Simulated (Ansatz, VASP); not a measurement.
**GaN: VASP beside Ansatz**

```
CELL_PARAMETERS angstrom
5.56943 0.00000 0.00000
0.00000 5.56943 0.00000
0.00000 0.00000 5.56943
ATOMIC_POSITIONS crystal
Ga 0.50000 0.00000 0.75000
Ga 0.75000 0.50000 0.00000
Ga 0.00000 0.75000 0.50000
Ga 0.50000 0.00000 0.25000
Ga 0.25000 0.50000 0.00000
Ga 0.00000 0.25000 0.50000
N 0.00000 0.50000 0.75000
N 0.75000 0.00000 0.50000
N 0.50000 0.75000 0.00000
N 0.00000 0.50000 0.25000
N 0.25000 0.00000 0.50000
N 0.50000 0.25000 0.00000
```

Alike in both runs: functional PBE; k mesh 4 × 4 × 4; occupations gaussian, width 0.1 eV; no spin polarisation.

Ansatz relaxed the structure, and its values are those at the end. VASP's run is a single point on that final structure, the one shown.

|  | VASP | Ansatz |
| --- | --- | --- |
| version | VASP 6.6.1 | Ansatz 0.2.0 |
| potentials or method | VASP PAW PBE potentials, release 64 (Ga_d, N), cutoff 520 eV | scalar-relativistic, plane waves, PAW |
| valence electrons in the cell | 108 | 108 |

```tsv
	VASP	Ansatz	Ansatz less VASP
gap on the k mesh at the Fermi level (eV)	1.50	1.50	-0.003
least direct gap on the mesh (eV)	1.50	1.50	-0.003
pressure (GPa)	0.3	0.1	-0.12
```

The functional is the same, so the differences come from potentials, cutoffs and numerics.
